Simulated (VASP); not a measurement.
# Au (P6_3/mmc) in VASP: single point with PBE

Aim: the single point of Au with PBE.

All numbers are computed with VASP 6.6.1; they aren't measurements. Logs are shortened: lines on timing, memory, paths and dates and some standing lists are left out, and cuts for length are marked.

## (1) The cell of the first run

The structure is hexagonal, space group P6_3/mmc (No. 194). Conventional cell: a = 2.919 Å, b = 2.919 Å, c = 4.830 Å, α = 90.00°, β = 90.00°, γ = 120.00°. Au (site symmetry -6m2) has 12 Au at 2.92 to 2.94 Å within 3.8 Å.

This isn't the form of Au at room conditions, which is fcc.

## (2) Single point, PBE, non-collinear spin, zero start, spin-orbit coupling

INCAR

```
SYSTEM = Au
PREC = Accurate ; ENCUT = 520
EDIFF = 1E-6 ; ISMEAR = -1
SIGMA = 0.05 ; LREAL = .False.
LASPH = .True. ; NELM = 150
ALGO = Normal ; ISIF = 2
LWAVE = .False. ; LCHARG = .False.
MAGMOM = 0 0 0 0 0 0 ; LORBIT = 11
LSORBIT = .True. ; GGA_COMPAT = .False.
LORBMOM = .True. ; LMAXMIX = 4
GGA = PE ; NBANDS = 34
```

KPOINTS

```
Automatic mesh
0
Gamma
  16 16 9
  0 0 0
```

POSCAR

```
Au
1.0
    2.9186387650      0.0000000000      0.0000000000
   -1.4593193825      2.5276153150      0.0000000000
    0.0000000000      0.0000000000      4.8304882109
Au
2
Direct
    0.3333333333      0.6666666667      0.2500000000
    0.6666666667      0.3333333333      0.7500000000
```

Potentials or basis: VASP PAW PBE potentials, release 64 (Au).

On the command line:

```sh
$ cat potpaw_PBE.64/Au/POTCAR > POTCAR
$ mpirun -np 1 vasp_ncl > vasp.out
```

OUTCAR:

```text
SYSTEM = Au
   PREC = Accurate
   ENCUT = 520
   EDIFF = 1E-6
   ISMEAR = -1
   LREAL = .False.
   LASPH = .True.
   NELM = 150
   ISIF = 2
   LORBIT = 11
   LSORBIT = .True.
   GGA = PE

 ion  position               nearest neighbor table
   1  0.333  0.667  0.250-   2 2.94   2 2.94   2 2.94   2 2.94   2 2.94   2 2.94
   2  0.667  0.333  0.750-   1 2.94   1 2.94   1 2.94   1 2.94   1 2.94   1 2.94

  LATTYP: Found a hexagonal cell.
 ALAT       =     2.9186387650
 C/A-ratio  =     1.6550483290

  Lattice vectors:

 A1 = (   2.9186387650,   0.0000000000,   0.0000000000)
 A2 = (  -1.4593193825,   2.5276153150,   0.0000000000)
 A3 = (   0.0000000000,   0.0000000000,   4.8304882109)

Analysis of symmetry for initial positions (statically):
=====================================================================
 Subroutine PRICEL returns:
 Original cell was already a primitive cell.

 Routine SETGRP: Setting up the symmetry group for a
 hexagonal supercell.

 Subroutine GETGRP returns: Found 24 space group operations
 (whereof 12 operations were pure point group operations)
 out of a pool of 24 trial point group operations.

The static configuration has the point symmetry D_3d.
 The point group associated with its full space group is D_6h.

Analysis of symmetry for dynamics (positions and initial velocities):
=====================================================================
 Subroutine PRICEL returns:
 Original cell was already a primitive cell.

 Routine SETGRP: Setting up the symmetry group for a
 hexagonal supercell.

 Subroutine GETGRP returns: Found 24 space group operations
 (whereof 12 operations were pure point group operations)
 out of a pool of 24 trial point group operations.

The dynamic configuration has the point symmetry D_3d.
 The point group associated with its full space group is D_6h.

Analysis of structural, dynamic, and magnetic symmetry:
=====================================================================
 Subroutine PRICEL returns:
 Original cell was already a primitive cell.

 Routine SETGRP: Setting up the symmetry group for a
 hexagonal supercell.

 Subroutine GETGRP returns: Found 24 space group operations
 (whereof 12 operations were pure point group operations)
 out of a pool of 24 trial point group operations.

[... 1070 lines left out ...]
     -0.00000      1.68508      1.20762         0.000000     -0.000000      0.000000
      1.45932      0.84254      3.62287        -0.000000      0.000000      0.000000
 -----------------------------------------------------------------------------------
    total drift:                                0.000000     -0.000000      0.000000

  FREE ENERGIE OF THE ION-ELECTRON SYSTEM (eV)
  ---------------------------------------------------
  free  energy   TOTEN  =        -6.9934921129 eV

  energy  without entropy=       -6.9853807262  energy(sigma->0) =       -6.98943642

 orbital moment (x)

 # of ion     p       d       tot
 ----------------------------------------
  1        -0.000  -0.000  -0.000
  2        -0.000  -0.000  -0.000
 ----------------------------------------
           -0.000  -0.000  -0.000

 orbital moment (y)

 # of ion     p       d       tot
 ----------------------------------------
  1        -0.000   0.000   0.000
  2        -0.000  -0.000  -0.000
 ----------------------------------------
           -0.000  -0.000  -0.000

 orbital moment (z)

 # of ion     p       d       tot
 ----------------------------------------
  1         0.000   0.000   0.000
  2         0.000   0.000   0.000
 ----------------------------------------
            0.000   0.000   0.000

 Spin-Orbit-Coupling matrix elements

 Ion:    1  E_soc:     -0.5762960
 l=   1
     0.0000000    -0.0243946    -0.0246975
    -0.0243946     0.0000000    -0.0243946
    -0.0246975    -0.0243946     0.0000000
 l=   2
     0.0000000    -0.0139562     0.0000000    -0.0139562    -0.0577699
    -0.0139562     0.0000000    -0.0437639    -0.0135387    -0.0139562
     0.0000000    -0.0437639     0.0000000    -0.0437639     0.0000000
    -0.0139562    -0.0135387    -0.0437639     0.0000000    -0.0139562
    -0.0577699    -0.0139562     0.0000000    -0.0139562     0.0000000
 l=   3
     0.0000000     0.0000000     0.0000000     0.0000000     0.0000000     0.0000000     0.0000000
     0.0000000     0.0000000     0.0000000     0.0000000     0.0000000     0.0000000     0.0000000
     0.0000000     0.0000000     0.0000000     0.0000000     0.0000000     0.0000000     0.0000000
     0.0000000     0.0000000     0.0000000     0.0000000     0.0000000     0.0000000     0.0000000
     0.0000000     0.0000000     0.0000000     0.0000000     0.0000000     0.0000000     0.0000000
     0.0000000     0.0000000     0.0000000     0.0000000     0.0000000     0.0000000     0.0000000
     0.0000000     0.0000000     0.0000000     0.0000000     0.0000000     0.0000000     0.0000000

 Ion:    2  E_soc:     -0.5762960
 l=   1
     0.0000000    -0.0243946    -0.0246975
    -0.0243946     0.0000000    -0.0243946
    -0.0246975    -0.0243946     0.0000000
 l=   2
     0.0000000    -0.0139562     0.0000000    -0.0139562    -0.0577699
    -0.0139562     0.0000000    -0.0437639    -0.0135387    -0.0139562
     0.0000000    -0.0437639     0.0000000    -0.0437639     0.0000000
    -0.0139562    -0.0135387    -0.0437639     0.0000000    -0.0139562
    -0.0577699    -0.0139562     0.0000000    -0.0139562     0.0000000
 l=   3
     0.0000000     0.0000000     0.0000000     0.0000000     0.0000000     0.0000000     0.0000000
     0.0000000     0.0000000     0.0000000     0.0000000     0.0000000     0.0000000     0.0000000
     0.0000000     0.0000000     0.0000000     0.0000000     0.0000000     0.0000000     0.0000000
     0.0000000     0.0000000     0.0000000     0.0000000     0.0000000     0.0000000     0.0000000
     0.0000000     0.0000000     0.0000000     0.0000000     0.0000000     0.0000000     0.0000000
     0.0000000     0.0000000     0.0000000     0.0000000     0.0000000     0.0000000     0.0000000
     0.0000000     0.0000000     0.0000000     0.0000000     0.0000000     0.0000000     0.0000000

 total charge

# of ion       s       p       d       tot
------------------------------------------
    1        0.528   0.336   8.737   9.602
    2        0.528   0.336   8.737   9.602
--------------------------------------------------
tot          1.056   0.672  17.475  19.203

 magnetization (x)

# of ion       s       p       d       tot
------------------------------------------
    1        0.000   0.000   0.000   0.000
    2        0.000   0.000   0.000   0.000
--------------------------------------------------
tot          0.000   0.000   0.000   0.000

 magnetization (y)

# of ion       s       p       d       tot
------------------------------------------
    1        0.000   0.000   0.000   0.000
    2        0.000   0.000   0.000   0.000
--------------------------------------------------
tot          0.000   0.000   0.000   0.000

 magnetization (z)

# of ion       s       p       d       tot
------------------------------------------
    1        0.000   0.000   0.000   0.000
    2        0.000   0.000   0.000   0.000
--------------------------------------------------
tot          0.000   0.000   0.000   0.000
```

OSZICAR:

```text
N       E                     dE             d eps       ncg     rms          rms(c)
DAV:   1     0.141045167862E+03    0.14105E+03   -0.11284E+04 10200   0.126E+03
DAV:   2    -0.396969879235E+01   -0.14501E+03   -0.13645E+03 10938   0.295E+02
DAV:   3    -0.754979214724E+01   -0.35801E+01   -0.35414E+01 12026   0.465E+01
DAV:   4    -0.757163337016E+01   -0.21841E-01   -0.21832E-01 11468   0.369E+00
DAV:   5    -0.757185623364E+01   -0.22286E-03   -0.22286E-03 11548   0.414E-01    0.136E+01
DAV:   6    -0.703146255513E+01    0.54039E+00   -0.10887E+00 10948   0.999E+00    0.870E+00
DAV:   7    -0.699749701630E+01    0.33966E-01   -0.10212E-01 11562   0.298E+00    0.419E+00
DAV:   8    -0.699410561714E+01    0.33914E-02   -0.24164E-03 10928   0.330E-01    0.157E+00
DAV:   9    -0.699347447821E+01    0.63114E-03   -0.20448E-03 11214   0.408E-01    0.125E-01
DAV:  10    -0.699348305084E+01   -0.85726E-05   -0.16598E-05 11414   0.378E-02    0.411E-02
DAV:  11    -0.699349072602E+01   -0.76752E-05   -0.25110E-06 11258   0.156E-02    0.221E-02
DAV:  12    -0.699349216455E+01   -0.14385E-05   -0.19407E-07  6564   0.382E-03    0.772E-04
DAV:  13    -0.699349211294E+01    0.51609E-07   -0.22822E-08  5384   0.136E-03
   1 F= -.69934921E+01 E0= -.69894364E+01  d E =-.811139E-02  mag=     0.0000    -0.0000     0.0000
```

Run time: 9.3 min. Hardware: 1 thread of Intel Xeon 8259CL, shared host; peak memory 0.4 GiB.

Results:

```yaml
Free_energy: -6.9935 eV
Pressure: 0.1 GPa
Net_moment: 0.00 μB per cell
Valence_electrons_inside_the_program's_atomic_spheres: Au 9.60
```

Moments on the atoms (μB; x, y, z):
```
Au  0.00 0.00 0.00
Au  0.00 0.00 0.00
```
